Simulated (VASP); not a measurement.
Write the native input for VASP 6.6.1 that does the following.

```yaml
Task: single point
Functional: PBE
Potentials_or_basis: VASP PAW PBE potentials, release 64 (W_sv)
Cutoff: 520 eV
k_mesh: 12 × 12 × 12
Occupations: fermi-dirac, width 0.05 eV
Spin: no spin polarisation
Dipole_correction: no
Further_INCAR_settings: ALGO = Normal; EDIFF = 1e-07; NBANDS = 13
```

The structure of W lies in POSCAR:

```
W
1.0
   -1.5500431812      1.5500431812      1.5500431812
    1.5500431812     -1.5500431812      1.5500431812
    1.5500431812      1.5500431812     -1.5500431812
W
1
Direct
    0.0000000000      0.0000000000      0.0000000000
```

This cell differs from its parent crystal: volume scaled by 0.94.

These files were run (other wordings do the same):

INCAR

```
PREC = Accurate
ENCUT = 520
EDIFF = 1E-7
ISMEAR = -1
SIGMA = 0.05
LREAL = F
LASPH = T
NELM = 100
ALGO = Normal
ISIF = 2
LWAVE = F
LCHARG = T
GGA = PE
LELF = T
LVHAR = T
NBANDS = 13
```

KPOINTS

```
regular mesh
0
Gamma
  12 12 12
```

Potentials or basis: VASP PAW PBE potentials, release 64 (W_sv).

Launch:

```console
$ cat potpaw_PBE.64/W_sv/POTCAR > POTCAR
$ mpirun -np 1 vasp_std > vasp.out
```

Results of the run:

* Pressure: 29.2 GPa
* Band gap on the k mesh: zero (band 7 reaches 18.01 eV, above the bottom of band 8 at 11.03 eV)

Caveat: spin-orbit coupling is left out, which moves the levels of the heavy elements.

Wall time 5.6 s on 1 thread of AMD EPYC 9R45 96-Core Processor (Zen 5), with other jobs on the host, peak memory 0.1 GiB.
